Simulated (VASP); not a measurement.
Set up this calculation in VASP 6.6.1, as the native input.

- Task: electric field gradients
- Functional: LDA
- Potentials or basis: VASP PAW LDA potentials, release 64 (K_sv, Ir)
- Cutoff: 520 eV
- k mesh: 10 × 10 × 10
- Occupations: fermi-dirac, width 0.05 eV
- Spin: no spin polarisation
- Dipole correction: no
- Further INCAR settings: ALGO = Normal; EDIFF = 1e-08; NBANDS = 16

The structure of KIr (CsCl type) lies in POSCAR:

```
KIr
1.0
    3.4457357822      0.0000000000      0.0000000000
    0.0000000000      3.4457357822      0.0000000000
    0.0000000000      0.0000000000      3.4457357822
K Ir
1 1
Direct
    0.0000000000      0.0000000000      0.0000000000
    0.5000000000      0.5000000000      0.5000000000
```

One way to write it, as run:

INCAR

```
PREC = Accurate ; ENCUT = 520
EDIFF = 1E-8 ; ISMEAR = -1
SIGMA = 0.05 ; LREAL = False
LASPH = True ; NELM = 100
ALGO = Normal ; ISIF = 2
LWAVE = False ; LCHARG = False
GGA = CA ; LEFG = True
NBANDS = 16
```

KPOINTS

```
regular mesh
0
Gamma
  10 10 10
```

Potentials or basis: VASP PAW LDA potentials, release 64 (K_sv, Ir).

The run is started by

```bash
$ cat potpaw_LDA.64/K_sv/POTCAR potpaw_LDA.64/Ir/POTCAR > POTCAR
$ mpirun -np 1 vasp_std > vasp.out
```

Results of the run:

```json
{
 "Pressure": "0.5 GPa",
 "Band gap on the k mesh": "zero (bands 9 and 10 overlap by 1.32 eV)",
 "Largest electric field gradient by atom": "under 0.05 V/Å² on every atom"
}
```

Caveat: spin-orbit coupling is left out, which moves the levels of the heavy elements.

Wall time 21 s on 1 thread of Intel Xeon 6975P-C (shared host), peak memory 0.17 GiB.
